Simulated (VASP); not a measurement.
Input of a VASP 6.6.1 run:

INCAR

```
PREC = Accurate ; ENCUT = 520
EDIFF = 1E-7 ; ISMEAR = 0
SIGMA = 0.05 ; LREAL = False
LASPH = True ; NELM = 150
ALGO = Normal ; ISIF = 2
LWAVE = False ; LCHARG = True
LMAXMIX = 4 ; LDAU = True
LDAUTYPE = 2 ; LDAUL = 2 -1
LDAUU = 4 0 ; LDAUJ = 0 0
LDAUPRINT = 1 ; LELF = True
LVHAR = True ; NBANDS = 36
```

The input KPOINTS:

```
Automatic mesh
0
Gamma
  4 4 6
```

The input POSCAR:

```
MnF2
1.0
    4.8733996600      0.0000000000      0.0000000000
    0.0000000000      4.8733996600      0.0000000000
    0.0000000000      0.0000000000      3.3098997700
Mn F
2 4
Direct
    0.0000000000      0.0000000000      0.0000000000
    0.5000000000      0.5000000000      0.5000000000
    0.3050000000      0.3050000000      0.0000000000
    0.1950000000      0.8050000000      0.5000000000
    0.6950000000      0.6950000000      0.0000000000
    0.8050000000      0.1950000000      0.5000000000
```

Potentials or basis: VASP PAW LDA potentials, release 64 (Mn_pv, F).

The run is started by

```bash
$ cat potpaw_LDA.64/Mn_pv/POTCAR potpaw_LDA.64/F/POTCAR > POTCAR
$ mpirun -np 1 vasp_std > vasp.out
```

Problem. Predict the pressure.

Solution. -21.6 GPa.

Problem. Estimate the largest force.

Solution. 0.161 eV/Å.

Problem. Predict the band gap on the k mesh.

Solution. Zero (bands 27 and 28 overlap by 0.27 eV).

Forces on the atoms (eV/Å):
```
Mn   0.000  0.000  0.000
Mn   0.000  0.000  0.000
F    0.114  0.114  0.000
F   -0.114  0.114  0.000
F   -0.114 -0.114  0.000
F    0.114 -0.114  0.000
```

Caveat: the cell stands under tension; the run has no spin polarisation, though such a crystal can be magnetic; U without spin polarisation on a metal has little footing. Spin polarisation is off, so any magnetic state and its effect on volume and gap are missing.
